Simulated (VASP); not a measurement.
# GaN (P6_3mc) in VASP: a series of runs, part 2 of 2

VASP 6.6.1. The steps go on from the part before.

**5. Single point, r2SCAN**

This run uses another cell than the first one, of 11.26 Å³/atom, 1.023 times its volume.

POSCAR

```
GaN
1.0
    3.1724972158      0.0000000000      0.0000000000
   -1.5862486079      2.7474631823      0.0000000000
    0.0000000000      0.0000000000      5.1663230237
Ga N
2 2
Direct
    0.3333333333      0.6666666667     -0.0008819643
    0.6666666667      0.3333333333      0.4991180357
    0.3333333333      0.6666666667      0.3758819643
    0.6666666667      0.3333333333      0.8758819643
```

INCAR.step1

```
SYSTEM = GaN
  ALGO = Normal
  EDIFF = 1E-4
  ENCUT = 520
  GGA = PE
  ISMEAR = 0
  LASPH = .True.
  LCHARG = .False.
  LREAL = .False.
  LWAVE = .True.
  NBANDS = 26
  NELM = 60
  PREC = Accurate
  SIGMA = 0.01
```

INCAR.step2

```
SYSTEM = GaN
  ALGO = Normal
  EDIFF = 1E-7
  ENCUT = 520
  ISIF = 2
  ISMEAR = 0
  ISTART = 1
  LASPH = .True.
  LCHARG = .False.
  LMIXTAU = .True.
  LREAL = .False.
  LWAVE = .False.
  METAGGA = R2SCAN
  NBANDS = 26
  NELM = 60
  PREC = Accurate
  SIGMA = 0.01
```

KPOINTS

```
k-points
0
Gamma
  8 8 4
  0 0 0
```

Potentials or basis: VASP PAW PBE potentials, release 64 (Ga_d, N).

Command:

```
> cat potpaw_PBE.64/Ga_d/POTCAR potpaw_PBE.64/N/POTCAR > POTCAR
> cp INCAR.step1 INCAR
> mpirun -np 1 vasp_std > vasp.out
> cp INCAR.step2 INCAR
> mpirun -np 1 vasp_std > vasp.out
```

OUTCAR:

```text
SYSTEM = GaN
   EDIFF = 1E-7
   ENCUT = 520
   ISIF = 2
   ISMEAR = 0
   ISTART = 1
   LASPH = .True.
   LREAL = .False.
   METAGGA = R2SCAN
   NELM = 60
   PREC = Accurate

 ion  position               nearest neighbor table
   1  0.333  0.667  0.999-   4 1.94   4 1.94   4 1.94   3 1.95
   2  0.667  0.333  0.499-   3 1.94   3 1.94   3 1.94   4 1.95
   3  0.333  0.667  0.376-   2 1.94   2 1.94   2 1.94   1 1.95
   4  0.667  0.333  0.876-   1 1.94   1 1.94   1 1.94   2 1.95

  LATTYP: Found a hexagonal cell.
 ALAT       =     3.1724972158
 C/A-ratio  =     1.6284720434

  Lattice vectors:

 A1 = (   3.1724972158,   0.0000000000,   0.0000000000)
 A2 = (  -1.5862486079,   2.7474631823,   0.0000000000)
 A3 = (   0.0000000000,   0.0000000000,   5.1663230237)

Analysis of symmetry for initial positions (statically):
=====================================================================
 Subroutine PRICEL returns:
 Original cell was already a primitive cell.

 Routine SETGRP: Setting up the symmetry group for a
 hexagonal supercell.

 Subroutine GETGRP returns: Found 12 space group operations
 (whereof  6 operations were pure point group operations)
 out of a pool of 24 trial point group operations.

The static configuration has the point symmetry C_3v.
 The point group associated with its full space group is C_6v.

Analysis of symmetry for dynamics (positions and initial velocities):
=====================================================================
 Subroutine PRICEL returns:
 Original cell was already a primitive cell.

 Routine SETGRP: Setting up the symmetry group for a
 hexagonal supercell.

 Subroutine GETGRP returns: Found 12 space group operations
 (whereof  6 operations were pure point group operations)
[... 123 lines left out ...]
   EFERMI_NEDOS =   21; number of points for ismear=-14 and -15
   IALGO  =     38    algorithm
   IMIX   =      4    mixing-type and parameters
     AMIX     =   0.40;   BMIX     =  1.00
     AMIX_MAG =   1.60;   BMIX_MAG =  1.00
  volume/ion in A,a.u.               =      11.26        75.97
  Fermi-wavevector in a.u.,A,eV,Ry     =   1.519395  2.871241 31.409892  2.308562
  Thomas-Fermi vector in A             =   2.628387
   LORBIT       =      0    0 simple, 1 ext, 2 COOP (PROOUT), +10 PAW based schemes
   METAGGA = R2SCAN    functional components
   LHFCALC =     F    Hartree Fock is set to
   AEXX    =    0.0000 exact exchange contribution
   IVDW    =     0    specifies the selected vdW correction
   LEPSILON=     F    determine dielectric tensor
   LRPA    =     F    only Hartree local field effects (RPA)
 non-spin polarized calculation
 Gauss-broadening in eV      SIGMA  =   0.01
  energy-cutoff  :      520.00
  volume of cell :       45.03
 maximum number of plane-waves:      1230
 NGX is ok and might be reduce to    24
   NGX = 11   NGY = 11   NGZ = 19

 number of electron      36.0000010 magnetization

 Free energy of the ion-electron system (eV)
  ---------------------------------------------------
  ext. energy  EPLUGINS =         0.00000000
  ---------------------------------------------------
  free energy    TOTEN  =       -43.81415558 eV

  energy without entropy =      -43.81415558  energy(sigma->0) =      -43.81415558

 E-fermi :   5.2832     XC(G=0): -12.7230

 val. band max:        5.2118076802   @ k =   0.0000   0.0000   0.0000
 cond. band min:       7.6249134111   @ k =   0.0000   0.0000   0.0000
 fundamental gap:      2.4131057308
 Fermi energy:         5.2831542182

 k-point     1 :       0.0000    0.0000    0.0000
  band No.  band energies     occupation
      1     -11.6884      2.00000
      2     -10.6511      2.00000
      3      -8.6247      2.00000
      4      -8.6084      2.00000
      5      -8.6084      2.00000
      6      -8.5377      2.00000
[... 685 lines left out ...]
     25      18.2161      0.00000
     26      18.2161      0.00000

 [... further k-points ...]

------------------------ aborting loop because EDIFF is reached ----------------------------------------

  FORCE on cell =-STRESS in cart. coord.  units (eV):
  Direction    XX          YY          ZZ          XY          YZ          ZX
  --------------------------------------------------------------------------------------
  -------------------------------------------------------------------------------------
  Total        0.8975449      0.8975449      0.8465401      0.0000000      0.0000000      0.0000000
  in kB       31.9339101     31.9339101     30.1191989      0.0000000      0.0000000      0.0000000
  external PRESSURE =      31.3290063 kB  Pullay stress =       0.0000000 kB

 VOLUME and BASIS-vectors are now :
 -----------------------------------------------------------------------------
  energy-cutoff  :      520.00
  volume of cell :       45.03
      direct lattice vectors                 reciprocal lattice vectors
     3.172497216  0.000000000  0.000000000     0.315209102  0.181986060  0.000000000
    -1.586248608  2.747463182  0.000000000     0.000000000  0.363972120  0.000000000
     0.000000000  0.000000000  5.166323024     0.000000000  0.000000000  0.193561261

 POSITION                                       TOTAL-FORCE (eV/Angst)
 -----------------------------------------------------------------------------------
     -0.00000      1.83164      5.16177        -0.000000      0.000000      0.006350
      1.58625      0.91582      2.57860         0.000000      0.000000      0.006350
     -0.00000      1.83164      1.94193         0.000000      0.000000     -0.006350
      1.58625      0.91582      4.52509         0.000000     -0.000000     -0.006350
 -----------------------------------------------------------------------------------
    total drift:                                0.000002      0.000004      0.036637

  FREE ENERGIE OF THE ION-ELECTRON SYSTEM (eV)
  ---------------------------------------------------
  free  energy   TOTEN  =       -43.8141555786 eV

  energy  without entropy=      -43.8141555786  energy(sigma->0) =      -43.81415558
```

OUTCAR.step1:

```text
SYSTEM = GaN
   EDIFF = 1E-4
   ENCUT = 520
   GGA = PE
   ISMEAR = 0
   LASPH = .True.
   LREAL = .False.
   NELM = 60
[... 926 lines left out ...]
      1.58625      0.91582      2.57860        -0.000000      0.000000      0.006499
     -0.00000      1.83164      1.94193        -0.000000     -0.000000     -0.006499
      1.58625      0.91582      4.52509         0.000000      0.000000     -0.006499
 -----------------------------------------------------------------------------------
    total drift:                               -0.000001     -0.000001     -0.000049

  FREE ENERGIE OF THE ION-ELECTRON SYSTEM (eV)
  ---------------------------------------------------
  free  energy   TOTEN  =       -24.2759031044 eV

  energy  without entropy=      -24.2759031044  energy(sigma->0) =      -24.27590310
```

OSZICAR.step1:

```text
N       E                     dE             d eps       ncg     rms          rms(c)
DAV:   1     0.281535440349E+03    0.28154E+03   -0.17709E+04  1688   0.260E+03
DAV:   2     0.747761596514E+01   -0.27406E+03   -0.25794E+03  1728   0.490E+02
DAV:   3    -0.271572001984E+02   -0.34635E+02   -0.34143E+02  1812   0.143E+02
DAV:   4    -0.283176867124E+02   -0.11605E+01   -0.11548E+01  1878   0.277E+01
DAV:   5    -0.283414289419E+02   -0.23742E-01   -0.23717E-01  1914   0.385E+00    0.110E+01
DAV:   6    -0.241937936086E+02    0.41476E+01   -0.99947E+00  2580   0.496E+01    0.306E+00
DAV:   7    -0.242939681335E+02   -0.10017E+00   -0.14492E+00  1646   0.904E+00    0.273E+00
DAV:   8    -0.242887020707E+02    0.52661E-02   -0.13785E-01  2538   0.510E+00    0.743E-01
DAV:   9    -0.242753786796E+02    0.13323E-01   -0.45963E-02  2572   0.368E+00    0.327E-01
DAV:  10    -0.242759466100E+02   -0.56793E-03   -0.38640E-03  1642   0.411E-01    0.584E-02
DAV:  11    -0.242759031044E+02    0.43506E-04   -0.40154E-04  1852   0.377E-01
   1 F= -.24275903E+02 E0= -.24275903E+02  d E =-.228462E-48
```

Run time: 54 s. Hardware: 1 thread of Intel Xeon 6975P-C (Granite Rapids), shared host; peak memory 0.18 GiB.

What came out:

| Property | Result |
| --- | --- |
| Free energy | -43.8142 eV |
| Pressure | 3.1 GPa |
| Largest force | 0.006 eV/Å |
| Band gap on the k mesh | 2.41 eV, direct |

Forces on the atoms (eV/Å):
```
Ga   0.000  0.000  0.006
Ga   0.000  0.000  0.006
N    0.000  0.000 -0.006
N    0.000  0.000 -0.006
```

Caveat: the PAW data sets were made with another functional, which shifts forces and pressure a little. r2SCAN opens gaps a little over a GGA but as a rule still falls short of measured ones.

**6. Overview**

| cell | gap on the mesh (eV) | pressure (GPa) | largest force (eV/Å) |
| --- | --- | --- | --- |
| a = 3.148, b = 3.148, c = 5.127 Å, angles 90.0, 90.0, 120.0°, 4 atoms | 2.57 | 8.2 | - |
| a = 3.162, b = 3.162, c = 5.150 Å, angles 90.0, 90.0, 120.0°, 4 atoms | 2.48 | 5.2 | 0.01 |
| a = 3.178, b = 3.178, c = 5.175 Å, angles 90.0, 90.0, 120.0°, 4 atoms | 2.38 | 2.1 | 0.01 |
| a = 3.172, b = 3.172, c = 5.166 Å, angles 90.0, 90.0, 120.0°, 4 atoms | 2.41 | 3.1 | 0.01 |

Alike in all rows: task single point; level r2SCAN; potentials or basis VASP PAW PBE potentials, release 64 (Ga_d, N); no spin polarisation; k mesh 8 × 8 × 4; cutoff (eV) 520; smearing gaussian 0.01 eV.

Caveats: the PAW data sets were made with another functional, which shifts forces and pressure a little.

Absolute energies hang on the potentials; compare differences alone.
